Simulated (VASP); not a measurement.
The system is BN (Qingsongite).

```
CELL_PARAMETERS angstrom
0.00000 1.80750 1.80750
1.80750 0.00000 1.80750
1.80750 1.80750 0.00000
ATOMIC_POSITIONS crystal
B 0.00000 0.00000 0.00000
N 0.25000 0.25000 0.25000
```

Base run:

```yaml
Program: VASP 6.6.1
Functional: PBE
Potentials_or_basis: VASP PAW PBE potentials, release 64 (B, N)
Cutoff: 520 eV
k_mesh: 10 × 10 × 10
Occupations: methfessel-paxton, width 0.02 eV
Spin: no spin polarisation
```

Its results: band gap on the k mesh 4.46 eV, indirect (least direct gap 8.82 eV); pressure 3.3 GPa.

The run is repeated on the same cell with these changes: k mesh from 10 × 10 × 10 to 4 × 4 × 4. What comes out?

Band gap on the k mesh 4.44 eV, indirect (least direct gap 8.79 eV); pressure 4.0 GPa.

Caveats: some runs use coarse meshes.

A k mesh can miss the band edges.
